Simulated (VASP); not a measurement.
# Be (Fm-3m) in VASP: further runs

Be is run at these levels: PBE; tasks: relaxation of cell and atoms.

Program: VASP 6.6.1. These are calculated values, not measurements. Logs are shortened: lines on timing, memory, paths and dates and some standing lists are left out, and cuts for length are marked.

## Step 1: The cell of the first run

The structure is cubic, space group Fm-3m (No. 225). The conventional cell has a = 2.504 Å, b = 2.504 Å, c = 2.504 Å, α = 90.00°, β = 90.00°, γ = 90.00°. Be (site symmetry m-3m) has 12 Be at 1.77 Å within 2.4 Å.

## Step 2: Relaxation of cell and atoms, PBE, target pressure 270 GPa, at which the enthalpy is minimised

INCAR reads:

```
SYSTEM = Be
PREC = Accurate
ENCUT = 600
EDIFF = 1E-6
ISMEAR = -1
SIGMA = 0.1
LREAL = .FALSE.
LASPH = .TRUE.
NELM = 80
ALGO = Normal
ISIF = 3
LWAVE = .FALSE.
LCHARG = .FALSE.
GGA = PE
IBRION = 2
NSW = 60
EDIFFG = -0.005
PSTRESS = 2700.0
```

KPOINTS reads:

```
regular mesh
0
G
  26 26 26
  0 0 0
```

POSCAR reads:

```
Be
1.0
    0.0000000000      1.2518510395      1.2518510395
    1.2518510395      0.0000000000      1.2518510395
    1.2518510395      1.2518510395      0.0000000000
Be
1
Direct
    0.0000000000      0.0000000000      0.0000000000
```

Potentials or basis: VASP PAW PBE potentials, release 64 (Be).

Command:

```sh
cat potpaw_PBE.64/Be/POTCAR > POTCAR
mpirun -np 1 vasp_std > vasp.out
```

OUTCAR:

```text
SYSTEM = Be
   PREC = Accurate
   ENCUT = 600
   EDIFF = 1E-6
   ISMEAR = -1
   LREAL = .FALSE.
   LASPH = .TRUE.
   NELM = 80
   ISIF = 3
   GGA = PE
   IBRION = 2
   NSW = 60
   EDIFFG = -0.005
   PSTRESS = 2700.0

 ion  position               nearest neighbor table
   1  0.000  0.000  0.000-

  LATTYP: Found a face centered cubic cell.
 ALAT       =     2.5037020790

  Lattice vectors:

 A1 = (   0.0000000000,   1.2518510395,   1.2518510395)
 A2 = (   1.2518510395,   0.0000000000,   1.2518510395)
 A3 = (   1.2518510395,   1.2518510395,   0.0000000000)

Analysis of symmetry for initial positions (statically):
=====================================================================
 Subroutine PRICEL returns:
 Original cell was already a primitive cell.

 Routine SETGRP: Setting up the symmetry group for a
 face centered cubic supercell.

 Subroutine GETGRP returns: Found 48 space group operations
 (whereof 48 operations were pure point group operations)
 out of a pool of 48 trial point group operations.

The static configuration has the point symmetry O_h .

Analysis of symmetry for dynamics (positions and initial velocities):
=====================================================================
 Subroutine PRICEL returns:
 Original cell was already a primitive cell.

 Routine SETGRP: Setting up the symmetry group for a
 face centered cubic supercell.

 Subroutine GETGRP returns: Found 48 space group operations
 (whereof 48 operations were pure point group operations)
 out of a pool of 48 trial point group operations.

The dynamic configuration has the point symmetry O_h .

 Subroutine INISYM returns: Found 48 space group operations
 (whereof 48 operations are pure point group operations),
 and found     1 'primitive' translations

----------------------------------------------------------------------------------------

                                     Primitive cell

  volume of cell :       3.9236

  direct lattice vectors                    reciprocal lattice vectors
     0.000000000  1.251851039  1.251851039    -0.399408543  0.399408543  0.399408543
     1.251851039  0.000000000  1.251851039     0.399408543 -0.399408543  0.399408543
     1.251851039  1.251851039  0.000000000     0.399408543  0.399408543 -0.399408543

  length of vectors
     1.770384718  1.770384718  1.770384718     0.691795890  0.691795890  0.691795890

  position of ions in fractional coordinates (direct lattice)
     0.000000000  0.000000000  0.000000000

  ion indices of the primitive-cell ions
   primitive index   ion index
                 1           1

----------------------------------------------------------------------------------------

 KPOINTS: regular mesh

Automatic generation of k-mesh.
 Grid dimensions read from file:
 generate k-points for:   26   26   26

 Generating k-lattice:

  Cartesian coordinates                     Fractional coordinates (reciprocal lattice)
    -0.015361867  0.015361867  0.015361867     0.038461538  0.000000000  0.000000000
     0.015361867 -0.015361867  0.015361867     0.000000000  0.038461538  0.000000000
     0.015361867  0.015361867 -0.015361867     0.000000000  0.000000000  0.038461538

  Length of vectors
     0.026607534  0.026607534  0.026607534

  Shift w.r.t. Gamma in fractional coordinates (k-lattice)
     0.000000000  0.000000000  0.000000000

 Subroutine IBZKPT returns following result:
 ===========================================

 Found    511 irreducible k-points:

 Following reciprocal coordinates:
            Coordinates               Weight
  0.000000  0.000000  0.000000      1.000000
  0.038462  0.000000  0.000000      8.000000
  0.076923  0.000000  0.000000      8.000000
  0.115385  0.000000  0.000000      8.000000
  0.153846  0.000000  0.000000      8.000000
  0.192308  0.000000  0.000000      8.000000
[... 16 lines left out ...]
  0.346154  0.038462  0.000000     24.000000
  0.384615  0.038462  0.000000     24.000000
 [... further k-points ...]
   k-points           NKPTS =    511   k-points in BZ     NKDIM =    511   number of bands    NBANDS=      5
   number of dos      NEDOS =    301   number of ions     NIONS =      1
   total plane-waves  NPLWV =   2744
   dimension x,y,z NGX =    14 NGY =   14 NGZ =   14
   dimension x,y,z NGXF=    28 NGYF=   28 NGZF=   28
   ions per type =               1
   NGX,Y,Z   is equivalent  to a cutoff of  13.15, 13.15, 13.15 a.u.
   NGXF,Y,Z  is equivalent  to a cutoff of  26.29, 26.29, 26.29 a.u.
 SYSTEM =  Be
   PREC   = accura    normal or accurate (medium, high low for compatibility)
   ISTART =      0    job   : 0-new  1-cont  2-samecut
   ICHARG =      2    charge: 1-file 2-atom 10-const
   ISPIN  =      1    spin polarized calculation?
   LNONCOLLINEAR =      F non collinear calculations
   LSORBIT =      F    spin-orbit coupling
   LASPH  =      T    aspherical Exc in radial PAW
   ENCUT  =  600.0 eV  44.10 Ry    6.64 a.u.   3.54  3.54  3.54*2*pi/ulx,y,z
   NELM   =     80;   NELMIN=  2; NELMDL= -5     # of ELM steps
   EDIFF  = 0.1E-05   stopping-criterion for ELM
   LREAL  =      F    real-space projection
   EDIFFG = -.5E-02   stopping-criterion for IOM
   NSW    =     60    number of steps for IOM
   IBRION =      2    ionic relax: 0-MD 1-quasi-New 2-CG
   NFREE  =      1    steps in history (QN), initial steepest desc. (CG)
   ISIF   =      3    stress and relaxation
   ISYM   =      2    0-nonsym 1-usesym 2-fastsym
   POTIM  = 0.5000    time-step for ionic-motion
   TEBEG  =    0.0;   TEEND  =   0.0 temperature during run
   PSTRESS= 2700.0 pullay stress
   NELECT =       2.0000    total number of electrons
   NUPDOWN=      -1.0000    fix difference up-down
   EMIN   =  10.00;   EMAX   =-10.00  energy-range for DOS
   EFERMI =   0.00;   METHOD = LEGACY
   ISMEAR =    -1;   SIGMA  =   0.10  broadening in eV -4-tet -1-fermi 0-gaus
   EFERMI_NEDOS =   21; number of points for ismear=-14 and -15
   IALGO  =     38    algorithm
   IMIX   =      4    mixing-type and parameters
     AMIX     =   0.40;   BMIX     =  1.00
     AMIX_MAG =   1.60;   BMIX_MAG =  1.00
  volume/ion in A,a.u.               =       3.92        26.48
  Fermi-wavevector in a.u.,A,eV,Ry     =   1.307742  2.471275 23.268547  1.710190
  Thomas-Fermi vector in A             =   2.438456
   LORBIT       =      0    0 simple, 1 ext, 2 COOP (PROOUT), +10 PAW based schemes
   GGA     = PE    functional components
   LHFCALC =     F    Hartree Fock is set to
   AEXX    =    0.0000 exact exchange contribution
   IVDW    =     0    specifies the selected vdW correction
   LEPSILON=     F    determine dielectric tensor
   LRPA    =     F    only Hartree local field effects (RPA)
 conjugate gradient relaxation of ions
 non-spin polarized calculation
  energy-cutoff  :      600.00
  volume of cell :        3.92
 maximum number of plane-waves:       140
   NGX =  7   NGY =  7   NGZ =  7

--------------------------------------- Ionic step        1  -------------------------------------------

 number of electron       2.0000000 magnetization

 Free energy of the ion-electron system (eV)
  ---------------------------------------------------
  ext. energy  EPLUGINS =         0.00000000
  ---------------------------------------------------
  free energy    TOTEN  =        -1.69118311 eV

  energy without entropy =       -1.69039618  energy(sigma->0) =       -1.69078964

------------------------ aborting loop because EDIFF is reached ----------------------------------------

  FORCE on cell =-STRESS in cart. coord.  units (eV):
  Direction    XX          YY          ZZ          XY          YZ          ZX
  --------------------------------------------------------------------------------------
  -------------------------------------------------------------------------------------
  Total        6.6340710      6.6340710      6.6340710     -0.0000000     -0.0000000      0.0000000
  in kB     2708.9609046   2708.9609046   2708.9609046     -0.0000000     -0.0000000      0.0000000
  external PRESSURE =       8.9609046 kB  Pullay stress =    2700.0000000 kB

 VOLUME and BASIS-vectors are now :
 -----------------------------------------------------------------------------
  energy-cutoff  :      600.00
  volume of cell :        3.92
      direct lattice vectors                 reciprocal lattice vectors
     0.000000000  1.251851039  1.251851039    -0.399408543  0.399408543  0.399408543
     1.251851039  0.000000000  1.251851039     0.399408543 -0.399408543  0.399408543
     1.251851039  1.251851039  0.000000000     0.399408543  0.399408543 -0.399408543
[... 44 lines left out ...]
  FREE ENERGIE OF THE ION-ELECTRON SYSTEM (eV)
  ---------------------------------------------------
  free  energy   TOTEN  =        -1.7121693483 eV

  energy  without entropy=       -1.7113794713  energy(sigma->0) =       -1.71177441

  enthalpy is  TOTEN    =         4.9209793585 eV   P V=        6.6331487068

--------------------------------------- Ionic step        3  -------------------------------------------

 number of electron       2.0000000 magnetization

 Free energy of the ion-electron system (eV)
  ---------------------------------------------------
  ext. energy  EPLUGINS =         0.00000000
  ---------------------------------------------------
  free energy    TOTEN  =        -1.69829045 eV

  energy without entropy =       -1.69750252  energy(sigma->0) =       -1.69789648

 E-fermi :  15.0643     XC(G=0): -13.1637

 val. band max:       15.0610097605   @ k =  -0.3462   0.3462   0.0000
 cond. band min:      15.1425948263   @ k =  -0.3846   0.3462   0.0000
 fundamental gap:      0.0815850658
 Fermi energy:        15.0642832264

 k-point     1 :       0.0000    0.0000    0.0000
  band No.  band energies     occupation
      1      -0.6944      2.00000
      2      48.5973      0.00000
      3      48.5973      0.00000
      4      48.5973      0.00000
      5      60.5273      0.00000

 k-point     2 :       0.0385    0.0000    0.0000
  band No.  band energies     occupation
      1      -0.6412      2.00000
      2      47.7634      0.00000
      3      48.4082      0.00000
      4      48.4082      0.00000
      5      59.3099      0.00000

 k-point     3 :       0.0769    0.0000    0.0000
  band No.  band energies     occupation
      1      -0.4814      2.00000
      2      45.5150      0.00000
      3      47.9066      0.00000
      4      47.9066      0.00000
      5      58.4450      0.00000
[... 153 lines left out ...]
 k-point    23 :       0.3462    0.0385    0.0000
  band No.  band energies     occupation
      1       3.3671      2.00000
      2      24.8535      0.00000
      3      42.6259      0.00000
      4      44.9740      0.00000
      5      55.4061      0.00000

 k-point    24 :       0.3846    0.0385    0.0000
  band No.  band energies     occupation
      1       4.2533      2.00000
      2      22.5041      0.00000
      3      42.5253      0.00000
      4      44.4798      0.00000
      5      54.4989      0.00000

 [... further k-points ...]
[... 5 lines left out ...]
  --------------------------------------------------------------------------------------
  -------------------------------------------------------------------------------------
  Total        6.6194779      6.6194779      6.6194779      0.0000000     -0.0000000      0.0000000
  in kB     2700.1037647   2700.1037647   2700.1037647      0.0000000     -0.0000000      0.0000000
  external PRESSURE =       0.1037647 kB  Pullay stress =    2700.0000000 kB

 VOLUME and BASIS-vectors are now :
 -----------------------------------------------------------------------------
  energy-cutoff  :      600.00
  volume of cell :        3.93
      direct lattice vectors                 reciprocal lattice vectors
    -0.000000000  1.252298779  1.252298779    -0.399265741  0.399265741  0.399265741
     1.252298779 -0.000000000  1.252298779     0.399265741 -0.399265741  0.399265741
     1.252298779  1.252298779  0.000000000     0.399265741  0.399265741 -0.399265741

 POSITION                                       TOTAL-FORCE (eV/Angst)
 -----------------------------------------------------------------------------------
      0.00000      0.00000      0.00000         0.000000      0.000000     -0.000000
 -----------------------------------------------------------------------------------
    total drift:                                0.000000      0.000000      0.000000

  FREE ENERGIE OF THE ION-ELECTRON SYSTEM (eV)
  ---------------------------------------------------
  free  energy   TOTEN  =        -1.6982904490 eV

  energy  without entropy=       -1.6975025198  energy(sigma->0) =       -1.69789648

  enthalpy is  TOTEN    =         4.9209330964 eV   P V=        6.6192235454

 reached required accuracy - stopping structural energy minimisation
```

Run time: 3.8 s. Hardware: 1 thread of Intel Xeon 6975P-C (Granite Rapids), shared host; peak memory 0.11 GiB.

What came out:

```
Free energy                                            : -1.6983 eV
Relaxed volume                                         : 3.93 Å³/atom
Relaxed cell                                           : a = 1.771 Å, b = 1.771 Å, c = 1.771 Å, α = 60.00°, β = 60.00°, γ = 60.00°
Space group after relaxing (to 0.05 Å)                 : Fm-3m (No. 225)
Energy change on relaxing (the enthalpy is what falls) : -7.1 meV/atom
Ionic steps                                            : 3
Pressure after relaxing                                : 270.0 GPa
Band gap on the k mesh                                 : zero (band 1 reaches 15.75 eV, above the bottom of band 2 at 14.51 eV)
```

The path:
```tsv
step	energy change (eV)	largest force (eV/Å)	pressure (GPa)	volume (Å³)
1	0.0000	0.0000	270.90	3.92
2	-0.0210	0.0000	268.25	3.94
3	-0.0071	0.0000	270.01	3.93
```

Final structure:
```yaml
crystal:
  lattice:
    - [0.00000, 1.25230, 1.25230]
    - [1.25230, 0.00000, 1.25230]
    - [1.25230, 1.25230, 0.00000]
  atoms:
    - { symbol: Be, position: [0.00000, 0.00000, 0.00000] }
```

Levels at points of the mesh, in eV from the Fermi level:
| k point | band 1 | band 2 | band 3 | band 4 | band 5 |
| --- | --- | --- | --- | --- | --- |
| (0.00, 0.00, 0.00) | -15.76 | 33.53 | 33.53 | 33.53 | 45.46 |
| (0.50, 0.00, 0.00) | -8.94 | 3.36 | 28.37 | 28.37 | 40.66 |
| (0.50, 0.50, 0.00) | -4.45 | 7.30 | 16.00 | 16.00 | 22.93 |

Caveat: the cell is relaxed towards a set pressure, so the enthalpy falls and the energy may rise.

(Part 1 of 2 ends here.)
